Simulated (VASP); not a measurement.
# YV: single point with PBE

The system is YV.

```
CELL_PARAMETERS angstrom
3.61426 0.00000 0.00000
0.00000 3.61426 0.00000
0.00000 0.00000 3.61426
ATOMIC_POSITIONS crystal
V 0.00000 0.00000 0.00000
Y 0.50000 0.50000 0.50000
```

- Program: VASP 6.6.1
- Task: single point
- Functional: PBE
- Potentials or basis: VASP PAW PBE potentials, release 64 (V_sv, Y_sv)
- Cutoff: 520 eV
- k mesh: 12 × 12 × 12
- Occupations: gaussian, width 0.1 eV
- Spin: no spin polarisation

```json
{"Pressure": "-5.3 GPa", "Band gap on the k mesh": "zero (bands 12 and 13 overlap by 0.85 eV)"}
```

Levels at points of the mesh, in eV from the Fermi level:
```csv
k point,band 8,band 9,band 10,band 11,band 12,band 13,band 14,band 15,band 16,band 17
"(0.00, 0.00, 0.00)",-21.71,-5.19,-1.66,-1.66,0.54,0.54,0.54,2.74,2.74,5.44
"(0.50, 0.00, 0.00)",-21.69,-2.30,-2.08,-0.39,0.43,0.43,0.87,0.99,1.64,2.47
"(0.50, 0.50, 0.00)",-21.66,-2.45,-1.78,-0.35,-0.35,1.23,1.23,1.34,1.56,3.17
"(0.50, 0.50, 0.50)",-21.95,-0.59,-0.59,-0.59,-0.31,-0.31,-0.31,1.37,1.37,4.75
```

It took 2.1 min on 1 thread of Intel Xeon 8259CL, on a shared host, peak memory 0.23 GiB.

Caveat: the cell stands under tension.
